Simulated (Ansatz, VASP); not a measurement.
## Ti2VIn4 in VASP and in Ansatz

```
V In Ti
1.0
    -3.51557    3.51557    2.87237
     3.51557   -3.51557    2.87237
     3.51557    3.51557   -2.87237
V In Ti
1 4 2
Direct
  0.00000 0.00000 0.00000
  0.30300 0.30300 0.60600
  0.30300 0.69700 0.00000
  0.69700 0.69700 0.39400
  0.69700 0.30300 0.00000
  0.75000 0.25000 0.50000
  0.25000 0.75000 0.50000
```

Alike in both runs: task single point; functional PBE; k mesh 8 × 8 × 8; no spin polarisation.

|  | VASP | Ansatz |
| --- | --- | --- |
| version | VASP 6.6.1 | Ansatz 0.2.0 |
| potentials or method | VASP PAW PBE potentials, release 64 (V_sv, In_d, Ti_sv), cutoff 520 eV | PAW plane waves |
| occupations | fermi-dirac, width 0.1 eV | fermi-dirac |
| valence electrons in the cell | 89 | 89 |

|  | VASP | Ansatz | Ansatz less VASP |
| --- | --- | --- | --- |
| pressure (GPa) | 0.3 | 0.3 | -0.04 |
| traceless stress, the component that is largest in VASP (GPa) | -1.52 | -1.49 | +0.031 |
| rms of the force components (eV/Å) | 0.497 | 0.495 | -0.0023 |

Atom by atom the forces differ by 0.002 eV/Å (rms over components).
